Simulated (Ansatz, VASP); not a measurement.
# One calculation of Bi2S, two programs

```xyz
3
Lattice="3.0278 -4.5355 0.0000 3.0278 4.5355 0.0000 0.0000 0.0000 3.2113" Properties=species:S:1:pos:R:3 pbc="T T T"
Bi    3.0278    1.7407    0.0000
Bi    3.0278   -1.7407    0.0000
S     0.0000    0.0000    0.0000
```

Alike in both runs: functional PBE; k mesh 4 × 4 × 6; occupations gaussian, width 0.1 eV; no spin polarisation.

Ansatz relaxed the structure, and its values are those at the end. VASP's run is a single point on that final structure, the one shown.

```csv
,VASP,Ansatz
version,VASP 6.6.1,Ansatz 0.2.0
potentials or method,"VASP PAW PBE potentials, release 64 (Bi_d, S), cutoff 520 eV","scalar-relativistic, plane waves, PAW"
valence electrons in the cell,36,36
```

|  | VASP | Ansatz | Ansatz less VASP |
| --- | --- | --- | --- |
| gap on the k mesh at the Fermi level (eV) | none | none | - |
| pressure (GPa) | 0.1 | 0.1 | +0.07 |
| rms of the force components (eV/Å) | 0.010 | 0.009 | -0.0004 |

A gap of «none» marks a metal or a gap that the smearing closes. With one functional, cell and mesh, what is left measures potentials, basis and numerics.

Spin-orbit coupling is off throughout.
